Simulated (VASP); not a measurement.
# Fe (Im-3m) in VASP: a series of runs, part 2 of 3

VASP 6.6.1. The steps go on from the part before.

## 3. Single point, LDA, collinear spin, ferromagnetic start (10.81 Å³/atom)

This run uses another cell than the first one, of 10.81 Å³/atom.

INCAR reads:

```
PREC = Accurate ; ENCUT = 520
EDIFF = 1E-7 ; ISMEAR = 0
SIGMA = 0.05 ; LREAL = F
LASPH = T ; NELM = 150
ALGO = Normal ; ISIF = 2
LWAVE = F ; LCHARG = T
ISPIN = 2 ; MAGMOM = 2.25
LORBIT = 11 ; LMAXMIX = 4
LELF = T ; LVHAR = T
NBANDS = 14
```

KPOINTS reads:

```
Automatic mesh
0
Gamma
  22 22 22
```

POSCAR reads:

```
Fe
1.0
   -1.3929446329      1.3929446329      1.3929446329
    1.3929446329     -1.3929446329      1.3929446329
    1.3929446329      1.3929446329     -1.3929446329
Fe
1
Direct
    0.0000000000      0.0000000000      0.0000000000
```

Potentials or basis: VASP PAW LDA potentials, release 64 (Fe).

Command:

```bash
$ cat potpaw_LDA.64/Fe/POTCAR > POTCAR
$ mpirun -np 1 vasp_std > vasp.out
```

OUTCAR:

```text
PREC = Accurate
   ENCUT = 520
   EDIFF = 1E-7
   ISMEAR = 0
   LREAL = F
   LASPH = T
   NELM = 150
   ISIF = 2
   ISPIN = 2
   LORBIT = 11

 ion  position               nearest neighbor table
   1  0.000  0.000  0.000-

  LATTYP: Found a body centered cubic cell.
 ALAT       =     2.7858892658

  Lattice vectors:

 A1 = (  -1.3929446329,   1.3929446329,   1.3929446329)
 A2 = (   1.3929446329,  -1.3929446329,   1.3929446329)
 A3 = (   1.3929446329,   1.3929446329,  -1.3929446329)

Analysis of symmetry for initial positions (statically):
=====================================================================
 Subroutine PRICEL returns:
 Original cell was already a primitive cell.

 Routine SETGRP: Setting up the symmetry group for a
 body centered cubic supercell.

 Subroutine GETGRP returns: Found 48 space group operations
 (whereof 48 operations were pure point group operations)
 out of a pool of 48 trial point group operations.

The static configuration has the point symmetry O_h .

Analysis of symmetry for dynamics (positions and initial velocities):
=====================================================================
 Subroutine PRICEL returns:
 Original cell was already a primitive cell.

 Routine SETGRP: Setting up the symmetry group for a
 body centered cubic supercell.

 Subroutine GETGRP returns: Found 48 space group operations
 (whereof 48 operations were pure point group operations)
 out of a pool of 48 trial point group operations.

The dynamic configuration has the point symmetry O_h .

Analysis of structural, dynamic, and magnetic symmetry:
=====================================================================
 Subroutine PRICEL returns:
 Original cell was already a primitive cell.

 Routine SETGRP: Setting up the symmetry group for a
 body centered cubic supercell.

 Subroutine GETGRP returns: Found 48 space group operations
 (whereof 48 operations were pure point group operations)
 out of a pool of 48 trial point group operations.

The overall configuration has the point symmetry O_h .

 Subroutine INISYM returns: Found 48 space group operations
 (whereof 48 operations are pure point group operations),
 and found     1 'primitive' translations

----------------------------------------------------------------------------------------

                                     Primitive cell

  volume of cell :      10.8109

  direct lattice vectors                    reciprocal lattice vectors
    -1.392944633  1.392944633  1.392944633     0.000000000  0.358951812  0.358951812
     1.392944633 -1.392944633  1.392944633     0.358951812  0.000000000  0.358951812
     1.392944633  1.392944633 -1.392944633     0.358951812  0.358951812  0.000000000

  length of vectors
     2.412650876  2.412650876  2.412650876     0.507634521  0.507634521  0.507634521

  position of ions in fractional coordinates (direct lattice)
     0.000000000  0.000000000  0.000000000

  ion indices of the primitive-cell ions
   primitive index   ion index
                 1           1

----------------------------------------------------------------------------------------

 KPOINTS: Automatic mesh

Automatic generation of k-mesh.
 Grid dimensions read from file:
 generate k-points for:   22   22   22

 Generating k-lattice:

  Cartesian coordinates                     Fractional coordinates (reciprocal lattice)
[... 70 lines left out ...]
   PSTRESS=    0.0 pullay stress
   NELECT =       8.0000    total number of electrons
   NUPDOWN=      -1.0000    fix difference up-down
   EMIN   =  10.00;   EMAX   =-10.00  energy-range for DOS
   EFERMI =   0.00;   METHOD = LEGACY
   ISMEAR =     0;   SIGMA  =   0.05  broadening in eV -4-tet -1-fermi 0-gaus
   EFERMI_NEDOS =   21; number of points for ismear=-14 and -15
   IALGO  =     38    algorithm
   IMIX   =      4    mixing-type and parameters
     AMIX     =   0.40;   BMIX     =  1.00
     AMIX_MAG =   1.60;   BMIX_MAG =  1.00
  volume/ion in A,a.u.               =      10.81        72.96
  Fermi-wavevector in a.u.,A,eV,Ry     =   1.480759  2.798228 29.832767  2.192646
  Thomas-Fermi vector in A             =   2.594753
   LORBIT       =     11    0 simple, 1 ext, 2 COOP (PROOUT), +10 PAW based schemes
   GGA     = CA    functional components
   LHFCALC =     F    Hartree Fock is set to
   AEXX    =    0.0000 exact exchange contribution
   IVDW    =     0    specifies the selected vdW correction
   LEPSILON=     F    determine dielectric tensor
   LRPA    =     F    only Hartree local field effects (RPA)
 spin polarized calculation
 Gauss-broadening in eV      SIGMA  =   0.05
  energy-cutoff  :      520.00
  volume of cell :       10.81
 maximum number of plane-waves:       321
 NGX is ok and might be reduce to    18
   NGX =  9   NGY =  9   NGZ =  9

 number of electron       8.0000003 magnetization       2.0444845

 Free energy of the ion-electron system (eV)
  ---------------------------------------------------
  ext. energy  EPLUGINS =         0.00000000
  ---------------------------------------------------
  free energy    TOTEN  =        -9.20919158 eV

  energy without entropy =       -9.20742340  energy(sigma->0) =       -9.20830749

 E-fermi :   6.2575     XC(G=0): -13.6985

 val. band max:        6.2574629000   @ k =  -0.4091  -0.4545   0.2727
 cond. band min:       6.2596206254   @ k =   0.1364   0.1364   0.0909
 fundamental gap:      0.0021577254
 Fermi energy:         6.2575016679

 spin component 1

 k-point     1 :       0.0000    0.0000    0.0000
  band No.  band energies     occupation
      1      -2.5980      1.00000
      2       3.8466      1.00000
      3       3.8466      1.00000
      4       3.8466      1.00000
      5       5.3087      1.00000
      6       5.3087      1.00000
      7      31.5692      0.00000
      8      31.5692      0.00000
      9      31.5692      0.00000
     10      37.0409      0.00000
     11      37.0409      0.00000
     12      39.4837      0.00000
     13      39.4837      0.00000
     14      39.4837      0.00000
[... 379 lines left out ...]
      3       3.6006      1.00000
      4       4.8010      1.00000
      5       5.0073      1.00000
      6       5.4028      1.00000
      7      25.7155      0.00000
      8      27.4493      0.00000
      9      31.6512      0.00000
     10      32.1066      0.00000
     11      35.9521      0.00000
     12      37.4373      0.00000
     13      41.4193      0.00000
     14      41.5261      0.00000

 [... further k-points ...]

 spin component 2

 k-point     1 :       0.0000    0.0000    0.0000
  band No.  band energies     occupation
      1      -2.2191      1.00000
      2       5.5158      1.00000
      3       5.5158      1.00000
      4       5.5158      1.00000
      5       7.4756      0.00000
      6       7.4756      0.00000
      7      31.7389      0.00000
      8      31.7389      0.00000
      9      31.7389      0.00000
     10      37.5156      0.00000
     11      37.5156      0.00000
     12      40.2909      0.00000
     13      40.2909      0.00000
     14      40.2909      0.00000
[... 379 lines left out ...]
      3       5.2161      1.00000
      4       6.5264      0.00000
      5       7.0884      0.00000
      6       7.5784      0.00000
      7      26.3442      0.00000
      8      27.9927      0.00000
      9      32.1728      0.00000
     10      32.6377      0.00000
     11      36.4449      0.00000
     12      38.0844      0.00000
     13      41.9791      0.00000
     14      42.1019      0.00000

 [... further k-points ...]

------------------------ aborting loop because EDIFF is reached ----------------------------------------

  FORCE on cell =-STRESS in cart. coord.  units (eV):
  Direction    XX          YY          ZZ          XY          YZ          ZX
  --------------------------------------------------------------------------------------
  -------------------------------------------------------------------------------------
  Total       -0.6319091     -0.6319091     -0.6319091      0.0000000     -0.0000000      0.0000000
  in kB      -93.6491089    -93.6491089    -93.6491089      0.0000000     -0.0000000      0.0000000
  external PRESSURE =     -93.6491089 kB  Pullay stress =       0.0000000 kB

 VOLUME and BASIS-vectors are now :
 -----------------------------------------------------------------------------
  energy-cutoff  :      520.00
  volume of cell :       10.81
      direct lattice vectors                 reciprocal lattice vectors
    -1.392944633  1.392944633  1.392944633     0.000000000  0.358951812  0.358951812
     1.392944633 -1.392944633  1.392944633     0.358951812  0.000000000  0.358951812
     1.392944633  1.392944633 -1.392944633     0.358951812  0.358951812  0.000000000

 POSITION                                       TOTAL-FORCE (eV/Angst)
 -----------------------------------------------------------------------------------
      0.00000      0.00000      0.00000         0.000000      0.000000      0.000000
 -----------------------------------------------------------------------------------
    total drift:                               -0.000000     -0.000000      0.000000

  FREE ENERGIE OF THE ION-ELECTRON SYSTEM (eV)
  ---------------------------------------------------
  free  energy   TOTEN  =        -9.2091915801 eV

  energy  without entropy=       -9.2074233982  energy(sigma->0) =       -9.20830749

 total charge

# of ion       s       p       d       tot
------------------------------------------
    1        0.509   0.579   6.298   7.386

 magnetization (x)

# of ion       s       p       d       tot
------------------------------------------
    1       -0.010  -0.033   2.057   2.014
```

OSZICAR:

```text
N       E                     dE             d eps       ncg     rms          rms(c)
DAV:   1     0.202065386744E+02    0.20207E+02   -0.37867E+03 20424   0.722E+02
DAV:   2    -0.949007200318E+01   -0.29697E+02   -0.27408E+02 20162   0.130E+02
DAV:   3    -0.104148665596E+02   -0.92479E+00   -0.91614E+00 22420   0.236E+01
DAV:   4    -0.104180338017E+02   -0.31672E-02   -0.31669E-02 21380   0.124E+00
DAV:   5    -0.104180502790E+02   -0.16477E-04   -0.16477E-04 22552   0.922E-02    0.122E+01
DAV:   6    -0.930972222673E+01    0.11083E+01   -0.99832E+00 23948   0.395E+01    0.508E+00
DAV:   7    -0.922891697366E+01    0.80805E-01   -0.60990E-01 23006   0.959E+00    0.313E+00
DAV:   8    -0.921823788645E+01    0.10679E-01   -0.47029E-03 21682   0.400E-01    0.131E+00
DAV:   9    -0.920946243858E+01    0.87754E-02   -0.57911E-03 25134   0.392E-01    0.325E-01
DAV:  10    -0.920915367144E+01    0.30877E-03   -0.28140E-04 23138   0.267E-01    0.815E-02
DAV:  11    -0.920918784993E+01   -0.34178E-04   -0.98483E-05 23290   0.895E-02    0.270E-02
DAV:  12    -0.920919072637E+01   -0.28764E-05   -0.19329E-06 22214   0.177E-02    0.897E-03
DAV:  13    -0.920919158268E+01   -0.85631E-06   -0.79978E-07 23288   0.110E-02    0.469E-03
DAV:  14    -0.920919158014E+01    0.25419E-08   -0.58305E-08 11890   0.222E-03
   1 F= -.92091916E+01 E0= -.92083075E+01  d E =-.176818E-02  mag=     2.0445
```

Wall time 59 s (1 thread of AMD EPYC 9R45 (Zen 5), shared host); peak memory 0.14 GiB.

What came out:

```
Free energy                                           : -9.2092 eV
Pressure                                              : -9.4 GPa
Net moment                                            : 2.04 μB per cell
Site moments                                          : Fe +2.01 μB
Valence electrons inside the program's atomic spheres : Fe 7.39
```

Caveat: the cell stands under tension.

## 4. Single point, LDA, collinear spin, ferromagnetic start (10.82 Å³/atom)

This run uses another cell than the first one, of 10.82 Å³/atom.

INCAR reads:

```
ALGO = Normal
EDIFF = 1E-6
ENCUT = 520
GGA = CA
ISIF = 2
ISMEAR = 0
ISPIN = 2
LASPH = T
LCHARG = F
LMAXMIX = 4
LORBIT = 11
LREAL = F
LWAVE = F
MAGMOM = 2.48
NBANDS = 14
NELM = 150
PREC = Accurate
SIGMA = 0.05
```

KPOINTS reads:

```
k-points
0
Gamma
  22 22 22
```

POSCAR reads:

```
Fe
1.0
   -1.3932011820      1.3932011820      1.3932011820
    1.3932011820     -1.3932011820      1.3932011820
    1.3932011820      1.3932011820     -1.3932011820
Fe
1
Direct
    0.0000000000      0.0000000000      0.0000000000
```

Potentials or basis: VASP PAW LDA potentials, release 64 (Fe).

Command:

```bash
$ cat potpaw_LDA.64/Fe/POTCAR > POTCAR
$ mpirun -np 1 vasp_std > vasp.out
```

OUTCAR:

```text
EDIFF = 1E-6
   ENCUT = 520
   GGA = CA
   ISIF = 2
   ISMEAR = 0
   ISPIN = 2
   LASPH = T
   LORBIT = 11
   LREAL = F
   NELM = 150
   PREC = Accurate

 ion  position               nearest neighbor table
   1  0.000  0.000  0.000-

  LATTYP: Found a body centered cubic cell.
 ALAT       =     2.7864023640

  Lattice vectors:

 A1 = (  -1.3932011820,   1.3932011820,   1.3932011820)
 A2 = (   1.3932011820,  -1.3932011820,   1.3932011820)
 A3 = (   1.3932011820,   1.3932011820,  -1.3932011820)

Analysis of symmetry for initial positions (statically):
=====================================================================
 Subroutine PRICEL returns:
 Original cell was already a primitive cell.

 Routine SETGRP: Setting up the symmetry group for a
 body centered cubic supercell.

 Subroutine GETGRP returns: Found 48 space group operations
 (whereof 48 operations were pure point group operations)
 out of a pool of 48 trial point group operations.

The static configuration has the point symmetry O_h .

Analysis of symmetry for dynamics (positions and initial velocities):
[... 605 lines left out ...]
     11      37.5001      0.00000
     12      40.2725      0.00000
     13      40.2725      0.00000
     14      40.2725      0.00000
[... 379 lines left out ...]
      3       5.2126      1.00000
      4       6.5220      0.00000
      5       7.0836      0.00000
      6       7.5732      0.00000
      7      26.3318      0.00000
      8      27.9798      0.00000
      9      32.1590      0.00000
     10      32.6217      0.00000
     11      36.4288      0.00000
     12      38.0664      0.00000
     13      41.9618      0.00000
     14      42.0832      0.00000

 [... further k-points ...]

------------------------ aborting loop because EDIFF is reached ----------------------------------------

  FORCE on cell =-STRESS in cart. coord.  units (eV):
  Direction    XX          YY          ZZ          XY          YZ          ZX
  --------------------------------------------------------------------------------------
  -------------------------------------------------------------------------------------
  Total       -0.6360828     -0.6360828     -0.6360828     -0.0000000      0.0000000      0.0000000
  in kB      -94.2155771    -94.2155771    -94.2155771     -0.0000000      0.0000000      0.0000000
  external PRESSURE =     -94.2155771 kB  Pullay stress =       0.0000000 kB

 VOLUME and BASIS-vectors are now :
 -----------------------------------------------------------------------------
  energy-cutoff  :      520.00
  volume of cell :       10.82
      direct lattice vectors                 reciprocal lattice vectors
    -1.393201182  1.393201182  1.393201182     0.000000000  0.358885713  0.358885713
     1.393201182 -1.393201182  1.393201182     0.358885713  0.000000000  0.358885713
     1.393201182  1.393201182 -1.393201182     0.358885713  0.358885713  0.000000000

 POSITION                                       TOTAL-FORCE (eV/Angst)
 -----------------------------------------------------------------------------------
      0.00000      0.00000      0.00000         0.000000     -0.000000     -0.000000
 -----------------------------------------------------------------------------------
    total drift:                                0.000000     -0.000000      0.000000

  FREE ENERGIE OF THE ION-ELECTRON SYSTEM (eV)
  ---------------------------------------------------
  free  energy   TOTEN  =        -9.2088410275 eV

  energy  without entropy=       -9.2070760591  energy(sigma->0) =       -9.20795854

 total charge

# of ion       s       p       d       tot
------------------------------------------
    1        0.509   0.579   6.297   7.385

 magnetization (x)

# of ion       s       p       d       tot
------------------------------------------
    1       -0.010  -0.033   2.059   2.016
```

OSZICAR:

```text
N       E                     dE             d eps       ncg     rms          rms(c)
DAV:   1     0.208654687989E+02    0.20865E+02   -0.37750E+03 20178   0.724E+02
DAV:   2    -0.945330446063E+01   -0.30319E+02   -0.27907E+02 20108   0.131E+02
DAV:   3    -0.103816944411E+02   -0.92839E+00   -0.91987E+00 22388   0.237E+01
DAV:   4    -0.103849030448E+02   -0.32086E-02   -0.32083E-02 21512   0.125E+00
DAV:   5    -0.103849196233E+02   -0.16579E-04   -0.16578E-04 22444   0.921E-02    0.122E+01
DAV:   6    -0.930681700710E+01    0.10781E+01   -0.98378E+00 23942   0.392E+01    0.504E+00
DAV:   7    -0.922877599321E+01    0.78041E-01   -0.58418E-01 22976   0.941E+00    0.313E+00
DAV:   8    -0.921790511842E+01    0.10871E-01   -0.46464E-03 22178   0.404E-01    0.128E+00
DAV:   9    -0.920910345531E+01    0.88017E-02   -0.58986E-03 25382   0.386E-01    0.301E-01
DAV:  10    -0.920880472632E+01    0.29873E-03   -0.24468E-04 23198   0.250E-01    0.776E-02
DAV:  11    -0.920883791927E+01   -0.33193E-04   -0.77810E-05 22610   0.843E-02    0.266E-02
DAV:  12    -0.920884011846E+01   -0.21992E-05   -0.17884E-06 21584   0.169E-02    0.897E-03
DAV:  13    -0.920884102749E+01   -0.90903E-06   -0.72326E-07 10968   0.889E-03
   1 F= -.92088410E+01 E0= -.92079585E+01  d E =-.176497E-02  mag=     2.0460
```

It took 52 s on 1 thread of AMD EPYC 9R45 (Zen 5), shared host; peak memory 0.14 GiB.

What came out:

```
Free energy                                           : -9.2088 eV
Pressure                                              : -9.4 GPa
Net moment                                            : 2.05 μB per cell
Site moments                                          : Fe +2.02 μB
Valence electrons inside the program's atomic spheres : Fe 7.38
```

Caveat: the cell stands under tension.

(Continued in part 3 of 3.)
